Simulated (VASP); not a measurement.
The system is Li3TeCl.

```
Cl Te Li
1.0
     4.67000    0.00000    0.00000
     0.00000    4.67000    0.00000
     0.00000    0.00000    4.67000
Cl Te Li
1 1 3
Direct
  0.00000 0.00000 0.00000
  0.50000 0.50000 0.50000
  0.50000 0.50000 0.00000
  0.00000 0.50000 0.50000
  0.50000 0.00000 0.50000
```

| Item | Value |
| --- | --- |
| Program | VASP 6.6.1 |
| Task | relaxation of cell and atoms |
| Functional | LDA |
| Potentials or basis | VASP PAW LDA potentials, release 64 (Cl, Te, Li_sv) |
| Cutoff | 600 eV |
| k mesh | 4 × 4 × 4 |
| Occupations | methfessel-paxton, width 0.01 eV |
| Spin | no spin polarisation |

At the start: pressure 7.8 GPa; volume 20.37 Å³/atom.

Problem. Where does the relaxation end?

Solution. Over 4 steps the energy falls by 108.9 meV/atom and the volume is 25.72 Å³/atom (+26.3 %); space group Pm-3m (No. 221, to 0.1 Å) before and after.

Step by step:
```tsv
step	energy change (eV)	largest force (eV/Å)	pressure (GPa)	volume (Å³)
1	0.0000	0.0000	7.83	101.85
2	-0.4639	0.0000	2.40	117.24
3	-0.5408	0.0000	0.46	126.22
4	-0.5444	0.0000	0.04	128.60
```

Final structure:
```yaml
crystal:
  lattice:
    - [5.04759, 0.00000, 0.00000]
    - [0.00000, 5.04759, 0.00000]
    - [0.00000, 0.00000, 5.04759]
  atoms:
    - { symbol: Cl, position: [0.00000, 0.00000, 0.00000] }
    - { symbol: Te, position: [0.50000, 0.50000, 0.50000] }
    - { symbol: Li, position: [0.50000, 0.50000, 0.00000] }
    - { symbol: Li, position: [0.00000, 0.50000, 0.50000] }
    - { symbol: Li, position: [0.50000, 0.00000, 0.50000] }
```

Caveat: the cutoff is under 1.25 times the usual one of these potentials, so pressure, stress and relaxed cells hold a basis-set (Pulay) error; the volume moved by over 15 % at a fixed basis, so the end points are rough.
